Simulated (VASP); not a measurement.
Write the native input for VASP 6.6.1 that does the following.

| Property | Result |
| --- | --- |
| Task | single point |
| Functional | PBEsol |
| Potentials or basis | VASP PAW PBE potentials, release 64 (Cd, Te) |
| Cutoff | 520 eV |
| k mesh | 6 × 6 × 6 |
| Occupations | gaussian, width 0.01 eV |
| Spin | no spin polarisation |
| Dipole correction | no |
| Further INCAR settings | ALGO = Normal; EDIFF = 1e-06; NBANDS = 16 |

The structure of CdTe lies in POSCAR:

```
CdTe
1.0
    0.0000000000      3.2050000000      3.2050000000
    3.2050000000      0.0000000000      3.2050000000
    3.2050000000      3.2050000000      0.0000000000
Cd Te
1 1
Direct
    0.0000000000      0.0000000000      0.0000000000
    0.2500000000      0.2500000000      0.2500000000
```

These files were run (other wordings do the same):

INCAR

```
SYSTEM = CdTe
  PREC = Accurate
  ENCUT = 520
  EDIFF = 1E-6
  ISMEAR = 0
  SIGMA = 0.01
  LREAL = .FALSE.
  LASPH = .TRUE.
  NELM = 100
  ALGO = Normal
  ISIF = 2
  LWAVE = .FALSE.
  LCHARG = .FALSE.
  GGA = PS
  NBANDS = 16
```

KPOINTS

```
Automatic mesh
0
G
  6 6 6
  0 0 0
```

Potentials or basis: VASP PAW PBE potentials, release 64 (Cd, Te).

Run with:

```sh
$ cat potpaw_PBE.64/Cd/POTCAR potpaw_PBE.64/Te/POTCAR > POTCAR
$ mpirun -np 1 vasp_std > vasp.out
```

Results of the run:

- Pressure: 1.9 GPa
- Band gap on the k mesh: 0.76 eV, direct

Caveat: the PAW data sets were made with another functional, which shifts forces and pressure a little; spin-orbit coupling is left out, which moves the levels of the heavy elements.

It took 10 s on 1 thread of Intel(R) Xeon(R) 6975P-C (Granite Rapids) (shared host), peak memory 0.21 GiB.
